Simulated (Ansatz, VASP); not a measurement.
**One calculation of CaZnInC6N6, two programs**

```
CELL_PARAMETERS angstrom
0.00000 5.63273 5.63273
5.63273 0.00000 5.63273
5.63273 5.63273 0.00000
ATOMIC_POSITIONS crystal
Ca 0.75000 0.75000 0.75000
Zn 0.50000 0.50000 0.50000
In 0.00000 0.00000 0.00000
C 0.79376 0.20624 0.20624
C 0.20624 0.20624 0.79376
C 0.79376 0.20624 0.79376
C 0.20624 0.79376 0.79376
C 0.79376 0.79376 0.20624
C 0.20624 0.79376 0.20624
N 0.69026 0.30974 0.30974
N 0.30974 0.30974 0.69026
N 0.69026 0.30974 0.69026
N 0.30974 0.69026 0.69026
N 0.69026 0.69026 0.30974
N 0.30974 0.69026 0.30974
```

Alike in both runs: functional PBE; k mesh 4 × 4 × 4; occupations gaussian, width 0.1 eV; no spin polarisation.

Ansatz relaxed the structure, and its values are those at the end. VASP's run is a single point on that final structure, the one shown.

|  | VASP | Ansatz |
| --- | --- | --- |
| version | VASP 6.6.1 | Ansatz 0.2.0 |
| potentials or method | VASP PAW PBE potentials, release 64 (Ca_sv, Zn, In_d, C, N), cutoff 600 eV | scalar-relativistic, plane waves, PAW |
| valence electrons in the cell | 89 | 89 |

```tsv
	VASP	Ansatz	Ansatz less VASP
gap on the k mesh at the Fermi level (eV)	none	none	-
pressure (GPa)	0.3	0.0	-0.32
rms of the force components (eV/Å)	0.201	0.000	-0.2010
```

A gap of «none» marks a metal or a gap that the smearing closes. One of these differences is far larger than is usual between the two programs; its cause wasn't traced.

Noted on VASP's run: the standard files for N, O and F lose accuracy on very short bonds.
